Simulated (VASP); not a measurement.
Here is a VASP 6.6.1 calculation.

Contents of INCAR:

```
SYSTEM = Zn
PREC     = Accurate       ! precision mode
ENCUT    = 520            ! plane-wave cutoff, eV
EDIFF    = 1E-7           ! SCF threshold, eV
ISMEAR   = -1             ! smearing method
SIGMA    = 0.15           ! smearing width, eV
LREAL    = .FALSE.        ! projectors in reciprocal space
LASPH    = .TRUE.         ! aspherical terms in the spheres
NELM     = 60             ! most SCF steps
ALGO     = Fast           ! electronic algorithm
ISIF     = 2              ! what is computed and relaxed
LWAVE    = .FALSE.        ! write WAVECAR
LCHARG   = .TRUE.         ! write CHGCAR
GGA      = PS             ! functional
LELF     = .TRUE.         ! ELF
LVHAR    = .TRUE.       
NBANDS   = 19             ! bands
```

Contents of KPOINTS:

```
Automatic mesh
0
G
  18 18 8
  0 0 0
```

Contents of POSCAR:

```
Zn
1.0
    2.5962503603      0.0000000000      0.0000000000
   -1.2981251801      2.2484187666      0.0000000000
    0.0000000000      0.0000000000      4.7710396340
Zn
2
Direct
    0.3333333333      0.6666666667      0.2500000000
    0.6666666667      0.3333333333      0.7500000000
```

Potentials or basis: VASP PAW PBE potentials, release 64 (Zn).

Launch:

```console
$ cat potpaw_PBE.64/Zn/POTCAR > POTCAR
$ mpirun -np 1 vasp_std > vasp.out
```

(1) What does it give for the pressure?

(2) What does it give for the band gap on the k mesh?

Answers

(1) 2.2 GPa.

(2) zero (band 12 reaches 5.21 eV, above the bottom of band 13 at 0.75 eV).

Caveat: the PAW data sets were made with another functional, which shifts forces and pressure a little.
